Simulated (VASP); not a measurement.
AlGe6S:

```
Al Ge S
1.0
     0.00000    4.30784    4.30784
     4.30784    0.00000    4.30784
     4.30784    4.30784    0.00000
Al Ge S
1 6 1
Direct
  0.00000 0.00000 0.00000
  0.74459 0.25541 0.25541
  0.25541 0.74459 0.74459
  0.25541 0.74459 0.25541
  0.74459 0.25541 0.74459
  0.25541 0.25541 0.74459
  0.74459 0.74459 0.25541
  0.50000 0.50000 0.50000
```

The cell was generated, and may not be a known phase.

```yaml
Program: VASP 6.6.1
Task: relaxation of cell and atoms
Functional: PBE
Potentials_or_basis: VASP PAW PBE potentials, release 64 (Al, Ge_d, S)
Cutoff: 600 eV
k_mesh: 4 × 4 × 4
Occupations: gaussian, width 0.1 eV
Spin: no spin polarisation
```

At the start: pressure 32.6 GPa; volume 19.99 Å³/atom.

Where does the relaxation end?

Over 10 steps the energy falls by 708.0 meV/atom and the volume is 29.99 Å³/atom (+50.0 %); space group Fm-3m (No. 225, to 0.1 Å) before and after.

Step by step:
| step | energy change (eV) | largest force (eV/Å) | pressure (GPa) | volume (Å³) |
| --- | --- | --- | --- | --- |
| 1 | 0.0000 | 0.9469 | 32.61 | 159.89 |
| 2 | -5.3313 | 0.0438 | -2.90 | 273.70 |
| 3 | -5.6379 | 0.1725 | 0.74 | 236.09 |
| 4 | -5.6494 | 0.1079 | -0.03 | 242.22 |
| 5 | -5.6488 | 0.1241 | 0.18 | 240.34 |
| 6 | -5.6532 | 0.1073 | 0.12 | 240.63 |
| 7 | -5.6609 | 0.0527 | -0.10 | 241.41 |
| 8 | -5.6537 | 0.1180 | -0.42 | 242.97 |
| 9 | -5.6622 | 0.0203 | -0.28 | 241.81 |
| 10 | -5.6643 | 0.0075 | -0.07 | 239.89 |

Final structure:
```yaml
crystal:
  lattice:
    - [0.00000, 4.93169, 4.93169]
    - [4.93169, 0.00000, 4.93169]
    - [4.93169, 4.93169, 0.00000]
  atoms:
    - { symbol: Al, position: [0.00000, 0.00000, 0.00000] }
    - { symbol: Ge, position: [0.74498, 0.25502, 0.25502] }
    - { symbol: Ge, position: [0.25502, 0.74498, 0.74498] }
    - { symbol: Ge, position: [0.25502, 0.74498, 0.25502] }
    - { symbol: Ge, position: [0.74498, 0.25502, 0.74498] }
    - { symbol: Ge, position: [0.25502, 0.25502, 0.74498] }
    - { symbol: Ge, position: [0.74498, 0.74498, 0.25502] }
    - { symbol: S, position: [0.50000, 0.50000, 0.50000] }
```

Caveat: the volume moved by over 15 % at a fixed basis, so the end points are rough; an odd number of electrons without spin polarisation forces a metal; a magnetic or distorted state may lie lower.
